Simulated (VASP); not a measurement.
A run of VASP 6.6.1:

File INCAR:

```
ALGO = Normal
EDIFF = 1E-6
ENCUT = 520
GGA = PS
ISIF = 2
ISMEAR = 0
LASPH = T
LCHARG = F
LREAL = F
LWAVE = F
NBANDS = 16
NELM = 80
PREC = Accurate
SIGMA = 0.02
```

Contents of KPOINTS:

```
k-points
0
Gamma
  9 9 6
```

File POSCAR:

```
BN
1.0
    2.5659661661      0.0000000000      0.0000000000
   -1.2829830830      2.2221918851      0.0000000000
    0.0000000000      0.0000000000      4.1774383964
B N
2 2
Direct
    0.3333333333      0.6666666667     -0.0004204035
    0.6666666667      0.3333333333      0.4995795965
    0.3333333333      0.6666666667      0.3744204035
    0.6666666667      0.3333333333      0.8744204035
```

Potentials or basis: VASP PAW PBE potentials, release 64 (B, N).

The run is started by

```bash
$ cat potpaw_PBE.64/B/POTCAR potpaw_PBE.64/N/POTCAR > POTCAR
$ mpirun -np 1 vasp_std > vasp.out
```

Hardware: 1 thread of Intel Xeon 8259CL, with other jobs on the host.

Question: How long does it take, and how much memory?

Answer: Run time: 25 s on 1 thread of Intel Xeon 8259CL (shared host), peak memory 0.14 GiB. Counts: scf iterations 12, k points 48.
